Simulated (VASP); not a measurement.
# BaTiO3: single point with r2SCAN

BaTiO3:

```
Ba Ti O
1.0
     3.98410    0.00000    0.00000
     0.00000    2.83705    2.84580
     0.00000   -2.83705    2.84580
Ba Ti O
1 1 3
Direct
  0.00000 0.00000 0.00000
  0.50000 0.50790 0.50790
  0.00000 0.49210 0.49210
  0.50000 0.50251 0.99371
  0.50000 0.99371 0.50251
```

* Program: VASP 6.6.1
* Task: single point
* Functional: r2SCAN
* Potentials or basis: VASP PAW PBE potentials, release 64 (Ba_sv, Ti_sv, O)
* Cutoff: 660 eV
* k mesh: 6 × 6 × 6
* Occupations: fermi-dirac, width 0.1 eV
* Spin: collinear spin
* Starting moments: [0.0, 4.0, 0.0, 0.0, 0.0] μB
* Fixed moment: 4 μB

The pressure is 23.2 GPa and the largest force is 2.159 eV/Å. The net moment is 4.00 μB per cell and the site moments are Ba +0.10; Ti +1.43; O +0.60 μB. The valence electrons inside the program's atomic spheres are Ba 8.03; Ti 10.63; O 4.96.

Forces on the atoms (eV/Å):
```
Ba   0.000  0.000  0.057
Ti   0.000  0.000 -2.159
O    0.000  0.000  0.200
O    0.000 -0.920  0.951
O    0.000  0.920  0.951
```

Stress tensor (GPa, compression positive):
```
23.71  0.00  0.00
 0.00 22.95  0.00
 0.00  0.00 22.94
```

Run time: 6.3 min on 1 thread of Intel(R) Xeon(R) 6975P-C (Granite Rapids), on a shared host, peak memory 0.42 GiB.

Caveat: the cell stands under pressure; the PAW data sets were made with another functional, which shifts forces and pressure a little; the total moment is fixed, so each spin has its own Fermi level.
